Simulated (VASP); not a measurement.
# PbO (P4/nmm) in VASP: notebook

Runs on PbO. Level: r2SCAN. Tasks: relaxation of shape and atoms at fixed volume, single point.

Everything below comes from runs of VASP 6.6.1. Logs are shortened: lines on timing, memory, paths and dates and some standing lists are left out, and cuts for length are marked.

**1. The cell of the first run**

It takes space group P4/nmm (No. 129, tetragonal). The conventional cell has a = 3.873 Å, b = 3.873 Å, c = 5.385 Å, α = 90.00°, β = 90.00°, γ = 90.00°. Within 3.0 Å of Pb (site symmetry 4mm) lie 4 O at 2.26 Å. Within 3.0 Å of O (site symmetry -4m2) lie 4 Pb at 2.26 Å and 4 O at 2.74 Å.

**2. Relaxation of shape and atoms at fixed volume, r2SCAN (20.19 Å³/atom)**

File POSCAR:

```
PbO
1.0
    3.8729801903      0.0000000000      0.0000000000
    0.0000000000      3.8729801903      0.0000000000
    0.0000000000      0.0000000000      5.3845328940
Pb O
2 2
Direct
    0.5000000000      0.0000000000      0.2146169139
    0.0000000000      0.5000000000      0.7853830861
    0.0000000000      0.0000000000      0.0000000000
    0.5000000000      0.5000000000      0.0000000000
```

File INCAR.step1:

```
SYSTEM = PbO
PREC = Accurate
ENCUT = 600
ISMEAR = 0
SIGMA = 0.05
LREAL = .False.
LASPH = .True.
NELM = 60
GGA = PE
ALGO = Normal
EDIFF = 1E-4
LWAVE = .True.
LCHARG = .False.
```

File INCAR.step2:

```
SYSTEM = PbO
PREC = Accurate
ENCUT = 600
EDIFF = 1E-7
ISMEAR = 0
SIGMA = 0.05
LREAL = .False.
LASPH = .True.
NELM = 60
ALGO = Normal
ISIF = 4
LWAVE = .False.
LCHARG = .False.
METAGGA = R2SCAN
LMIXTAU = .True.
IBRION = 2
NSW = 60
EDIFFG = -0.04
ISTART = 1
```

File KPOINTS:

```
Automatic mesh
0
Gamma
  6 6 4
  0 0 0
```

Potentials or basis: VASP PAW PBE potentials, release 64 (Pb_d, O).

Started as:

```
> cat potpaw_PBE.64/Pb_d/POTCAR potpaw_PBE.64/O/POTCAR > POTCAR
> cp INCAR.step1 INCAR
> mpirun -np 1 vasp_std > vasp.out
> cp INCAR.step2 INCAR
> mpirun -np 1 vasp_std > vasp.out
```

OUTCAR:

```text
SYSTEM = PbO
   PREC = Accurate
   ENCUT = 600
   EDIFF = 1E-7
   ISMEAR = 0
   LREAL = .False.
   LASPH = .True.
   NELM = 60
   ISIF = 4
   METAGGA = R2SCAN
   IBRION = 2
   NSW = 60
   EDIFFG = -0.04
   ISTART = 1

 ion  position               nearest neighbor table
   1  0.500  0.000  0.215-   3 2.26   4 2.26   4 2.26   3 2.26   2 3.58   2 3.58   2 3.58   2 3.58
                             2 4.12   2 4.12   2 4.12   2 4.12
   2  0.000  0.500  0.785-   3 2.26   4 2.26   3 2.26   4 2.26   1 3.58   1 3.58   1 3.58   1 3.58
                             1 4.12   1 4.12   1 4.12   1 4.12
   3  0.000  0.000  0.000-   1 2.26   2 2.26   2 2.26   1 2.26
   4  0.500  0.500  0.000-   1 2.26   2 2.26   1 2.26   2 2.26

  LATTYP: Found a simple tetragonal cell.
 ALAT       =     3.8729801903
 C/A-ratio  =     1.3902815479

  Lattice vectors:

 A1 = (   3.8729801903,   0.0000000000,   0.0000000000)
 A2 = (   0.0000000000,   3.8729801903,   0.0000000000)
 A3 = (   0.0000000000,   0.0000000000,   5.3845328940)

Analysis of symmetry for initial positions (statically):
=====================================================================
 Subroutine PRICEL returns:
 Original cell was already a primitive cell.

 Routine SETGRP: Setting up the symmetry group for a
 simple tetragonal supercell.

 Subroutine GETGRP returns: Found 16 space group operations
 (whereof  8 operations were pure point group operations)
 out of a pool of 16 trial point group operations.

The static configuration has the point symmetry D_2d.
 The point group associated with its full space group is D_4h.

Analysis of symmetry for dynamics (positions and initial velocities):
=====================================================================
 Subroutine PRICEL returns:
 Original cell was already a primitive cell.

 Routine SETGRP: Setting up the symmetry group for a
 simple tetragonal supercell.

 Subroutine GETGRP returns: Found 16 space group operations
 (whereof  8 operations were pure point group operations)
 out of a pool of 16 trial point group operations.

The dynamic configuration has the point symmetry D_2d.
 The point group associated with its full space group is D_4h.

 Subroutine INISYM returns: Found 16 space group operations
 (whereof  8 operations are pure point group operations),
 and found     1 'primitive' translations

----------------------------------------------------------------------------------------

                                     Primitive cell

  volume of cell :      80.7679

  direct lattice vectors                    reciprocal lattice vectors
     3.872980190  0.000000000  0.000000000     0.258199100  0.000000000  0.000000000
     0.000000000  3.872980190  0.000000000     0.000000000  0.258199100  0.000000000
     0.000000000  0.000000000  5.384532894     0.000000000  0.000000000  0.185717131

  length of vectors
     3.872980190  3.872980190  5.384532894     0.258199100  0.258199100  0.185717131

  position of ions in fractional coordinates (direct lattice)
     0.500000000  0.000000000  0.214616914
     0.000000000  0.500000000  0.785383086
     0.000000000  0.000000000  0.000000000
     0.500000000  0.500000000  0.000000000

  ion indices of the primitive-cell ions
   primitive index   ion index
                 1           1
                 2           2
                 3           3
                 4           4

----------------------------------------------------------------------------------------

 KPOINTS: Automatic mesh

Automatic generation of k-mesh.
 Grid dimensions read from file:
 generate k-points for:    6    6    4

 Generating k-lattice:

  Cartesian coordinates                     Fractional coordinates (reciprocal lattice)
     0.043033183  0.000000000  0.000000000     0.166666667  0.000000000  0.000000000
     0.000000000  0.043033183  0.000000000     0.000000000  0.166666667  0.000000000
     0.000000000  0.000000000  0.046429283     0.000000000  0.000000000  0.250000000

  Length of vectors
     0.043033183  0.043033183  0.046429283

  Shift w.r.t. Gamma in fractional coordinates (k-lattice)
     0.000000000  0.000000000  0.000000000

 Subroutine IBZKPT returns following result:
 ===========================================

 Found     30 irreducible k-points:

 Following reciprocal coordinates:
            Coordinates               Weight
  0.000000  0.000000  0.000000      1.000000
  0.166667  0.000000  0.000000      4.000000
  0.333333  0.000000  0.000000      4.000000
  0.500000  0.000000  0.000000      2.000000
  0.166667  0.166667  0.000000      4.000000
  0.333333  0.166667  0.000000      8.000000
[... 16 lines left out ...]
  0.333333  0.000000  0.500000      4.000000
  0.500000  0.000000  0.500000      2.000000
 [... further k-points ...]
   k-points           NKPTS =     30   k-points in BZ     NKDIM =     30   number of bands    NBANDS=     24
   number of dos      NEDOS =    301   number of ions     NIONS =      4
   total plane-waves  NPLWV =  49152
   dimension x,y,z NGX =    32 NGY =   32 NGZ =   48
   dimension x,y,z NGXF=    64 NGYF=   64 NGZF=   96
   ions per type =               2   2
   NGX,Y,Z   is equivalent  to a cutoff of  13.74, 13.74, 14.82 a.u.
   NGXF,Y,Z  is equivalent  to a cutoff of  27.47, 27.47, 29.64 a.u.
 SYSTEM =  PbO
   PREC   = accura    normal or accurate (medium, high low for compatibility)
   ISTART =      1    job   : 0-new  1-cont  2-samecut
   ICHARG =      0    charge: 1-file 2-atom 10-const
   ISPIN  =      1    spin polarized calculation?
   LNONCOLLINEAR =      F non collinear calculations
   LSORBIT =      F    spin-orbit coupling
   LASPH  =      T    aspherical Exc in radial PAW
   ENCUT  =  600.0 eV  44.10 Ry    6.64 a.u.   7.74  7.74 10.75*2*pi/ulx,y,z
   NELM   =     60;   NELMIN=  2; NELMDL=  0     # of ELM steps
   EDIFF  = 0.1E-06   stopping-criterion for ELM
   LREAL  =      F    real-space projection
   EDIFFG = -.4E-01   stopping-criterion for IOM
   NSW    =     60    number of steps for IOM
   IBRION =      2    ionic relax: 0-MD 1-quasi-New 2-CG
   NFREE  =      1    steps in history (QN), initial steepest desc. (CG)
   ISIF   =      4    stress and relaxation
   ISYM   =      2    0-nonsym 1-usesym 2-fastsym
   POTIM  = 0.5000    time-step for ionic-motion
   TEBEG  =    0.0;   TEEND  =   0.0 temperature during run
   PSTRESS=    0.0 pullay stress
   NELECT =      40.0000    total number of electrons
   NUPDOWN=      -1.0000    fix difference up-down
   EMIN   =  10.00;   EMAX   =-10.00  energy-range for DOS
   EFERMI =   0.00;   METHOD = LEGACY
   ISMEAR =     0;   SIGMA  =   0.05  broadening in eV -4-tet -1-fermi 0-gaus
   EFERMI_NEDOS =   21; number of points for ismear=-14 and -15
   IALGO  =     38    algorithm
   IMIX   =      4    mixing-type and parameters
     AMIX     =   0.40;   BMIX     =  1.00
     AMIX_MAG =   1.60;   BMIX_MAG =  1.00
  volume/ion in A,a.u.               =      20.19       136.26
  Fermi-wavevector in a.u.,A,eV,Ry     =   1.295235  2.447640 22.825599  1.677634
  Thomas-Fermi vector in A             =   2.426768
   LORBIT       =      0    0 simple, 1 ext, 2 COOP (PROOUT), +10 PAW based schemes
   METAGGA = R2SCAN    functional components
   LHFCALC =     F    Hartree Fock is set to
   AEXX    =    0.0000 exact exchange contribution
   IVDW    =     0    specifies the selected vdW correction
   LEPSILON=     F    determine dielectric tensor
   LRPA    =     F    only Hartree local field effects (RPA)
 conjugate gradient relaxation of ions
 non-spin polarized calculation
 Gauss-broadening in eV      SIGMA  =   0.05
  energy-cutoff  :      600.00
  volume of cell :       80.77
 maximum number of plane-waves:      2712
 NGX is ok and might be reduce to    32
   NGX = 15   NGY = 15   NGZ = 21

--------------------------------------- Ionic step        1  -------------------------------------------

 number of electron      39.9999997 magnetization

 Free energy of the ion-electron system (eV)
  ---------------------------------------------------
  ext. energy  EPLUGINS =         0.00000000
  ---------------------------------------------------
  free energy    TOTEN  =      -129.33671164 eV

  energy without entropy =     -129.33671164  energy(sigma->0) =     -129.33671164

------------------------ aborting loop because EDIFF is reached ----------------------------------------

  FORCE on cell =-STRESS in cart. coord.  units (eV):
  Direction    XX          YY          ZZ          XY          YZ          ZX
  --------------------------------------------------------------------------------------
  -------------------------------------------------------------------------------------
  Total        4.4924150      4.4924150      3.5883640      0.0000000      0.0000000      0.0000000
  in kB       89.1152159     89.1152159     71.1817211      0.0000000      0.0000000      0.0000000
  external PRESSURE =      83.1373843 kB  Pullay stress =       0.0000000 kB
[... 251 lines left out ...]
  energy  without entropy=     -129.5173567372  energy(sigma->0) =     -129.51735674

--------------------------------------- Ionic step        8  -------------------------------------------

 number of electron      40.0000000 magnetization

 Free energy of the ion-electron system (eV)
  ---------------------------------------------------
  ext. energy  EPLUGINS =         0.00000000
  ---------------------------------------------------
  free energy    TOTEN  =      -129.51766159 eV

  energy without entropy =     -129.51766159  energy(sigma->0) =     -129.51766159

 E-fermi :   4.9362     XC(G=0): -10.3586

 val. band max:        4.7307206623   @ k =   0.0000   0.0000   0.0000
 cond. band min:       6.3261284213   @ k =   0.5000   0.5000   0.0000
 fundamental gap:      1.5954077590
 Fermi energy:         4.9362461244

 k-point     1 :       0.0000    0.0000    0.0000
  band No.  band energies     occupation
      1     -14.6348      2.00000
      2     -14.0305      2.00000
      3     -11.7919      2.00000
      4     -11.7919      2.00000
      5     -11.7243      2.00000
      6     -11.7202      2.00000
[... 637 lines left out ...]
     23      11.5018      0.00000
     24      11.5018      0.00000

 [... further k-points ...]

------------------------ aborting loop because EDIFF is reached ----------------------------------------

  FORCE on cell =-STRESS in cart. coord.  units (eV):
  Direction    XX          YY          ZZ          XY          YZ          ZX
  --------------------------------------------------------------------------------------
  -------------------------------------------------------------------------------------
  Total        0.3251494      0.3251494      0.3387229      0.0000000     -0.0000000      0.0000000
  in kB        6.4499291      6.4499291      6.7191844      0.0000000     -0.0000000      0.0000000
  external PRESSURE =       6.5396808 kB  Pullay stress =       0.0000000 kB
[... 19 lines left out ...]
  FREE ENERGIE OF THE ION-ELECTRON SYSTEM (eV)
  ---------------------------------------------------
  free  energy   TOTEN  =      -129.5176615925 eV

  energy  without entropy=     -129.5176615925  energy(sigma->0) =     -129.51766159

 reached required accuracy - stopping structural energy minimisation
```

It took 24 min on 1 thread of Intel Xeon Platinum 8259CL at 2.50GHz (Skylake/Cascade Lake), shared host; peak memory 0.27 GiB.

Results:

- Free energy: -129.5177 eV
- Energy gained by relaxing: 45.2 meV/atom
- Ionic steps: 8
- Pressure after relaxing: 0.7 GPa
- Largest force after relaxing: 0.021 eV/Å
- Band gap on the k mesh: 1.60 eV (least direct gap 2.70 eV)

Forces in eV/Å, atoms in the order of the input:
```
Pb   0.000  0.000 -0.021
Pb   0.000  0.000  0.021
O    0.000  0.000  0.000
O    0.000  0.000  0.000
```

Step by step:
```tsv
step	energy change (eV)	largest force (eV/Å)	pressure (GPa)	volume (Å³)
1	0.0000	1.5857	8.31	80.77
2	-0.1355	0.0986	3.09	80.77
3	-0.1372	0.0874	2.47	80.77
4	-0.1599	0.0255	2.04	80.77
5	-0.1789	0.0501	1.32	80.77
6	-0.1807	0.0715	1.02	80.77
7	-0.1806	0.0737	0.99	80.77
8	-0.1809	0.0206	0.65	80.77
```

Final structure:
```
Pb O
1.0
     3.99369    0.00000    0.00000
     0.00000    3.99369    0.00000
     0.00000    0.00000    5.06396
Pb O
2 2
Direct
  0.50000 0.00000 0.23442
  0.00000 0.50000 0.76558
  0.00000 0.00000 0.00000
  0.50000 0.50000 0.00000
```

Caveat: the PAW data sets were made with another functional, which shifts forces and pressure a little; spin-orbit coupling is left out, which moves the levels of the heavy elements. A k mesh can miss the band edges.

**3. Relaxation of shape and atoms at fixed volume, r2SCAN (20.40 Å³/atom)**

This run uses another cell than the first one, of 20.40 Å³/atom.

File POSCAR:

```
PbO
1.0
    3.9577822765      0.0000000000      0.0000000000
    0.0000000000      3.9577822765      0.0000000000
    0.0000000000      0.0000000000      5.2092772266
Pb O
2 2
Direct
    0.5000000000      0.0000000000      0.2262878301
    0.0000000000      0.5000000000      0.7737121699
    0.0000000000      0.0000000000      0.0000000000
    0.5000000000      0.5000000000      0.0000000000
```

File INCAR.step1:

```
ALGO = Normal
EDIFF = 1E-4
ENCUT = 600
GGA = PE
ISMEAR = 0
LASPH = True
LCHARG = False
LREAL = False
LWAVE = True
NELM = 100
PREC = Accurate
SIGMA = 0.05
```

File INCAR.step2:

```
ALGO = Normal
EDIFF = 1E-7
EDIFFG = -0.01
ENCUT = 600
IBRION = 2
ISIF = 4
ISMEAR = 0
ISTART = 1
LASPH = True
LCHARG = False
LMIXTAU = True
LREAL = False
LWAVE = False
METAGGA = R2SCAN
NELM = 100
NSW = 60
PREC = Accurate
SIGMA = 0.05
```

File KPOINTS:

```
k-points
0
Gamma
  6 6 4
```

Potentials or basis: VASP PAW PBE potentials, release 64 (Pb_d, O).

Started as:

```
> cat potpaw_PBE.64/Pb_d/POTCAR potpaw_PBE.64/O/POTCAR > POTCAR
> cp INCAR.step1 INCAR
> mpirun -np 1 vasp_std > vasp.out
> cp INCAR.step2 INCAR
> mpirun -np 1 vasp_std > vasp.out
```

Wall time 12 min (1 thread of Intel Xeon Platinum 8259CL at 2.50GHz (Skylake/Cascade Lake), shared host); peak memory 0.26 GiB.

Results (log left out):

| Item | Value |
| --- | --- |
| Free energy | -129.5222 eV |
| Energy gained by relaxing | 3.6 meV/atom |
| Ionic steps | 5 |
| Pressure after relaxing | 0.6 GPa |
| Largest force after relaxing | 0.006 eV/Å |
| Band gap on the k mesh | 1.64 eV (least direct gap 2.68 eV) |

Forces on the atoms (eV/Å):
```
Pb   0.000  0.000  0.006
Pb   0.000  0.000 -0.006
O    0.000  0.000  0.000
O    0.000  0.000  0.000
```

Step by step:
```csv
step,energy change (eV),largest force (eV/Å),pressure (GPa),volume (Å³)
1,0.0000,0.4162,2.52,81.60
2,-0.0103,0.0655,1.32,81.60
3,-0.0108,0.0255,1.01,81.60
4,-0.0126,0.0152,0.88,81.60
5,-0.0144,0.0057,0.56,81.60
```

Final structure:
```cif
data_structure
_symmetry_space_group_name_H-M 'P 1'
_symmetry_Int_Tables_number 1
_cell_length_a 3.9928
_cell_length_b 3.9928
_cell_length_c 5.1183
_cell_angle_alpha 90.000
_cell_angle_beta 90.000
_cell_angle_gamma 90.000
_cell_volume 81.60
loop_
_atom_site_label
_atom_site_type_symbol
_atom_site_fract_x
_atom_site_fract_y
_atom_site_fract_z
_atom_site_occupancy
Pb1 Pb 0.50000 0.00000 0.23197 1
Pb2 Pb 0.00000 0.50000 0.76803 1
O1 O 0.00000 0.00000 0.00000 1
O2 O 0.50000 0.50000 0.00000 1
```

Levels at points of the mesh, in eV from the valence-band top:
```
           k point  band 18  band 19  band 20  band 21  band 22  band 23
(0.00, 0.00, 0.00)    -1.75    -1.75     0.00     2.68     5.64     6.12
(0.50, 0.00, 0.00)    -3.09    -1.66    -1.66     3.68     3.68     6.85
(0.50, 0.50, 0.00)    -1.74    -1.11    -1.11     1.64     1.64     5.65
(0.00, 0.00, 0.50)    -1.77    -1.77    -0.99     2.29     4.49     4.49
(0.50, 0.00, 0.50)    -3.06    -1.06    -1.06     3.34     3.34     6.80
(0.50, 0.50, 0.50)    -2.25    -1.11    -1.11     3.84     3.84     5.03
```

Caveat: the PAW data sets were made with another functional, which shifts forces and pressure a little; spin-orbit coupling is left out, which moves the levels of the heavy elements. A k mesh can miss the band edges.

**4. Single point, r2SCAN (20.19 Å³/atom)**

File POSCAR:

```
PbO
1.0
    3.9714425382      0.0000000000      0.0000000000
    0.0000000000      3.9714425382      0.0000000000
    0.0000000000      0.0000000000      5.1208495822
Pb O
2 2
Direct
    0.5000000000      0.0000000000      0.2322213138
    0.0000000000      0.5000000000      0.7677786862
    0.0000000000      0.0000000000      0.0000000000
    0.5000000000      0.5000000000      0.0000000000
```

File INCAR.step1:

```
ALGO     = Normal         # electronic algorithm
EDIFF    = 1E-4           # SCF threshold, eV
ENCUT    = 520            # plane-wave cutoff, eV
GGA      = PE             # functional
ISMEAR   = 0              # smearing method
LASPH    = T              # aspherical terms in the spheres
LCHARG   = F              # write CHGCAR
LREAL    = F              # projectors in reciprocal space
LWAVE    = T              # write WAVECAR
NBANDS   = 28             # bands
NELM     = 80             # most SCF steps
PREC     = Accurate       # precision mode
SIGMA    = 0.05           # smearing width, eV
```

File INCAR.step2:

```
ALGO     = Normal         # electronic algorithm
EDIFF    = 1E-6           # SCF threshold, eV
ENCUT    = 520            # plane-wave cutoff, eV
ISIF     = 2              # what is computed and relaxed
ISMEAR   = 0              # smearing method
ISTART   = 1            
LASPH    = T              # aspherical terms in the spheres
LCHARG   = F              # write CHGCAR
LMIXTAU  = T            
LREAL    = F              # projectors in reciprocal space
LWAVE    = F              # write WAVECAR
METAGGA  = R2SCAN         # meta-GGA
NBANDS   = 28             # bands
NELM     = 80             # most SCF steps
PREC     = Accurate       # precision mode
SIGMA    = 0.05           # smearing width, eV
```

KPOINTS is that of step 3.

Started as:

```
> cat potpaw_PBE.64/Pb_d/POTCAR potpaw_PBE.64/O/POTCAR > POTCAR
> cp INCAR.step1 INCAR
> mpirun -np 1 vasp_std > vasp.out
> cp INCAR.step2 INCAR
> mpirun -np 1 vasp_std > vasp.out
```

It took 3.3 min on 1 thread of Intel Xeon 6975P-C (Granite Rapids), shared host; peak memory 0.22 GiB.

It converged, with:

| Property | Result |
| --- | --- |
| Free energy | -129.5099 eV |
| Pressure | 1.5 GPa |
| Largest force | 0.106 eV/Å |
| Band gap on the k mesh | 1.60 eV (least direct gap 2.69 eV) |

Forces in eV/Å, atoms in the order of the input:
```
Pb   0.000  0.000  0.106
Pb   0.000  0.000 -0.106
O    0.000  0.000  0.000
O    0.000  0.000  0.000
```

Stress tensor (GPa, compression positive):
```
1.66 0.00 0.00
0.00 1.66 0.00
0.00 0.00 1.17
```

Levels at points of the mesh, in eV from the valence-band top:
```tsv
k point	band 18	band 19	band 20	band 21	band 22	band 23
(0.00, 0.00, 0.00)	-1.80	-1.80	0.00	2.69	5.63	6.13
(0.50, 0.00, 0.00)	-3.16	-1.73	-1.73	3.67	3.67	6.89
(0.50, 0.50, 0.00)	-1.79	-1.16	-1.16	1.60	1.60	5.62
(0.00, 0.00, 0.50)	-1.82	-1.82	-1.07	2.32	4.48	4.48
(0.50, 0.00, 0.50)	-3.13	-1.11	-1.11	3.32	3.32	6.83
(0.50, 0.50, 0.50)	-2.30	-1.16	-1.16	3.80	3.80	5.01
```

Caveat: the PAW data sets were made with another functional, which shifts forces and pressure a little; spin-orbit coupling is left out, which moves the levels of the heavy elements.

**5. Overview**

```csv
task,cell,cutoff (eV),gap on the mesh (eV),pressure (GPa),largest force (eV/Å)
relaxation of shape and atoms at fixed volume,"relaxed from a = 3.873, b = 3.873, c = 5.385 Å, 4 atoms, atomic positions A",600,1.60,0.7,0.02
relaxation of shape and atoms at fixed volume,"relaxed from a = 3.958, b = 3.958, c = 5.209 Å, 4 atoms, atomic positions B",600,1.64,0.6,0.01
single point,"a = 3.971, b = 3.971, c = 5.121 Å, 4 atoms, atomic positions C",520,1.60,1.5,0.11
```

Alike in all rows: level r2SCAN; potentials or basis VASP PAW PBE potentials, release 64 (Pb_d, O); no spin polarisation; k mesh 6 × 6 × 4; smearing gaussian 0.05 eV.

Caveats: the PAW data sets were made with another functional, which shifts forces and pressure a little; spin-orbit coupling is left out, which moves the levels of the heavy elements.

Total energies depend on the potentials used, so only differences within one code and one set of settings carry meaning.
